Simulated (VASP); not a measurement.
# TiSi2 (Fddd) in VASP: further runs, part 3 of 3

VASP 6.6.1.

## (5) Single point, PBE

This run uses another cell than the first one, of 14.26 Å³/atom, 1.030 times its volume.

Contents of INCAR:

```
ALGO = Normal
EDIFF = 1E-6
ENCUT = 520
GGA = PE
ISIF = 2
ISMEAR = -1
LASPH = T
LCHARG = F
LREAL = F
LWAVE = F
NBANDS = 29
NELM = 100
PREC = Accurate
SIGMA = 0.05
```

Contents of KPOINTS:

```
k-points
0
Gamma
  6 6 6
```

Contents of POSCAR:

```
TiSi2
1.0
    0.0000000000      4.1175163063      4.3481557921
    2.3895119538      0.0000000000      4.3481557921
    2.3895119538      4.1175163063      0.0000000000
Ti Si
2 4
Direct
    0.7500000000      0.7500000000      0.7500000000
    0.5000000000      0.5000000000      0.5000000000
    0.4125656100      0.0874343900      0.4125656100
    0.0874343900      0.4125656100      0.0874343900
    0.1625656100      0.8374343900      0.1625656100
    0.8374343900      0.1625656100      0.8374343900
```

Potentials or basis: VASP PAW PBE potentials, release 64 (Ti_sv, Si).

The run is started by

```bash
$ cat potpaw_PBE.64/Ti_sv/POTCAR potpaw_PBE.64/Si/POTCAR > POTCAR
$ mpirun -np 1 vasp_std > vasp.out
```

OUTCAR:

```text
EDIFF = 1E-6
   ENCUT = 520
   GGA = PE
   ISIF = 2
   ISMEAR = -1
   LASPH = T
   LREAL = F
   NELM = 100
   PREC = Accurate

 ion  position               nearest neighbor table
   1  0.750  0.750  0.750-   6 2.58   5 2.58   6 2.58   5 2.58   3 2.74   3 2.74   4 2.74   4 2.74
                             3 2.78   4 2.78
   2  0.500  0.500  0.500-   4 2.58   3 2.58   4 2.58   3 2.58   5 2.74   5 2.74   6 2.74   6 2.74
                             5 2.78   6 2.78
   3  0.413  0.087  0.413-   6 2.56   6 2.56   2 2.58   2 2.58   4 2.68   1 2.74   1 2.74   1 2.78
                             4 2.79   4 2.79
   4  0.087  0.413  0.087-   5 2.56   5 2.56   2 2.58   2 2.58   3 2.68   1 2.74   1 2.74   1 2.78
                             3 2.79   3 2.79
   5  0.163  0.837  0.163-   4 2.56   4 2.56   1 2.58   1 2.58   6 2.68   2 2.74   2 2.74   2 2.78
                             6 2.79   6 2.79
   6  0.837  0.163  0.837-   3 2.56   3 2.56   1 2.58   1 2.58   5 2.68   2 2.74   2 2.74   2 2.78
                             5 2.79   5 2.79

  LATTYP: Found a face centered orthorhombic cell.
 ALAT       =     4.7790239076
 B/A-ratio  =     1.7231620456
 C/A-ratio  =     1.8196836325

  Lattice vectors:

 A1 = (   0.0000000000,   4.1175163063,   4.3481557921)
 A2 = (   2.3895119538,   0.0000000000,   4.3481557921)
 A3 = (   2.3895119538,   4.1175163063,   0.0000000000)

Analysis of symmetry for initial positions (statically):
=====================================================================
 Subroutine PRICEL returns:
 Original cell was already a primitive cell.

 Routine SETGRP: Setting up the symmetry group for a
 face centered orthorhombic supercell.

 Subroutine GETGRP returns: Found  8 space group operations
 (whereof  4 operations were pure point group operations)
 out of a pool of  8 trial point group operations.

The static configuration has the point symmetry D_2 .
 The point group associated with its full space group is D_2h.

Analysis of symmetry for dynamics (positions and initial velocities):
=====================================================================
 Subroutine PRICEL returns:
[... 137 lines left out ...]
     AMIX     =   0.40;   BMIX     =  1.00
     AMIX_MAG =   1.60;   BMIX_MAG =  1.00
  volume/ion in A,a.u.               =      14.26        96.23
  Fermi-wavevector in a.u.,A,eV,Ry     =   1.270579  2.401046 21.964845  1.614371
  Thomas-Fermi vector in A             =   2.403559
   LORBIT       =      0    0 simple, 1 ext, 2 COOP (PROOUT), +10 PAW based schemes
   GGA     = PE    functional components
   LHFCALC =     F    Hartree Fock is set to
   AEXX    =    0.0000 exact exchange contribution
   IVDW    =     0    specifies the selected vdW correction
   LEPSILON=     F    determine dielectric tensor
   LRPA    =     F    only Hartree local field effects (RPA)
 non-spin polarized calculation
  energy-cutoff  :      520.00
  volume of cell :       85.56
 maximum number of plane-waves:      2323
 NGX is ok and might be reduce to    48
   NGX = 23   NGY = 19   NGZ = 17

 number of electron      40.0000001 magnetization

 Free energy of the ion-electron system (eV)
  ---------------------------------------------------
  ext. energy  EPLUGINS =         0.00000000
  ---------------------------------------------------
  free energy    TOTEN  =       -40.69874783 eV

  energy without entropy =      -40.68108290  energy(sigma->0) =      -40.68991537

 E-fermi :  10.0096     XC(G=0): -11.6509

 val. band max:        9.9988428539   @ k =   0.5000   0.1667   0.1667
 cond. band min:      10.0592524294   @ k =  -0.3333   0.3333   0.3333
 fundamental gap:      0.0604095756
 Fermi energy:        10.0096326406

 k-point     1 :       0.0000    0.0000    0.0000
  band No.  band energies     occupation
      1     -46.3762      2.00000
      2     -46.3509      2.00000
      3     -22.7593      2.00000
      4     -22.7243      2.00000
      5     -22.6540      2.00000
      6     -22.6417      2.00000
[... 757 lines left out ...]
     28      13.9525      0.00000
     29      14.4122      0.00000

 [... further k-points ...]
[... 5 lines left out ...]
  --------------------------------------------------------------------------------------
  -------------------------------------------------------------------------------------
  Total        0.4930698      0.9521956     -3.3864603      0.0000000      0.0000000      0.0000000
  in kB        9.2329259     17.8302373    -63.4128012      0.0000000      0.0000000      0.0000000
  external PRESSURE =     -12.1165460 kB  Pullay stress =       0.0000000 kB

 VOLUME and BASIS-vectors are now :
 -----------------------------------------------------------------------------
  energy-cutoff  :      520.00
  volume of cell :       85.56
      direct lattice vectors                 reciprocal lattice vectors
     0.000000000  4.117516306  4.348155792    -0.209247750  0.121432427  0.114991280
     2.389511954  0.000000000  4.348155792     0.209247750 -0.121432427  0.114991280
     2.389511954  4.117516306  0.000000000     0.209247750  0.121432427 -0.114991280

 POSITION                                       TOTAL-FORCE (eV/Angst)
 -----------------------------------------------------------------------------------
      3.58427      6.17627      6.52223        -0.000000     -0.000000      0.000000
      2.38951      4.11752      4.34816         0.000000      0.000000      0.000000
      1.19476      3.39749      2.17408        -0.000000      0.032796     -0.000000
      1.19476      0.72003      2.17408        -0.000000     -0.032796     -0.000000
      2.38951      1.33873      4.34816        -0.000000      0.032796     -0.000000
      2.38951      6.89630      4.34816        -0.000000     -0.032796     -0.000000
 -----------------------------------------------------------------------------------
    total drift:                               -0.000000     -0.000000     -0.000000

  FREE ENERGIE OF THE ION-ELECTRON SYSTEM (eV)
  ---------------------------------------------------
  free  energy   TOTEN  =       -40.6987478315 eV

  energy  without entropy=      -40.6810829048  energy(sigma->0) =      -40.68991537
```

stdout:

```text
POSCAR found type information on POSCAR TiSi
 POSCAR found :  2 types and       6 ions
 scaLAPACK will be used
 LDA part: xc-table for (Slater+PW92), standard interpolation
 POSCAR, INCAR and KPOINTS ok, starting setup
 FFT: planning ... GRIDC
 FFT: planning ... GRID_SOFT
 FFT: planning ... GRID
 WAVECAR not read
 entering main loop
```

It took 81 s on 1 thread of AMD EPYC 9R45 (Zen 5), shared host; peak memory 0.26 GiB.

What came out:

- Free energy: -40.6987 eV
- Pressure: -1.2 GPa
- Largest force: 0.033 eV/Å
- Band gap on the k mesh: zero (band 20 reaches 10.55 eV, above the bottom of band 21 at 8.86 eV)

Forces on the atoms (eV/Å):
```
Ti   0.000  0.000  0.000
Ti   0.000  0.000  0.000
Si   0.000  0.033  0.000
Si   0.000 -0.033  0.000
Si   0.000  0.033  0.000
Si   0.000 -0.033  0.000
```

## (6) The runs side by side

| cell | gap on the mesh (eV) | pressure (GPa) | largest force (eV/Å) |
| --- | --- | --- | --- |
| a = 5.896, b = 4.850, c = 4.761 Å, angles 75.7, 52.8, 51.5°, 6 atoms | none | 3.9 | 0.09 |
| a = 5.927, b = 4.887, c = 4.761 Å, angles 75.8, 53.1, 51.1°, 6 atoms | none | 2.0 | 0.07 |
| a = 5.957, b = 4.924, c = 4.761 Å, angles 75.9, 53.3, 50.8°, 6 atoms | none | 0.3 | 0.05 |
| a = 5.988, b = 4.961, c = 4.761 Å, angles 76.0, 53.5, 50.5°, 6 atoms | none | -1.2 | 0.03 |

Alike in all rows: task single point; level PBE; potentials or basis VASP PAW PBE potentials, release 64 (Ti_sv, Si); no spin polarisation; k mesh 6 × 6 × 6; cutoff (eV) 520; smearing fermi-dirac 0.05 eV.

Absolute energies hang on the potentials; compare differences alone.
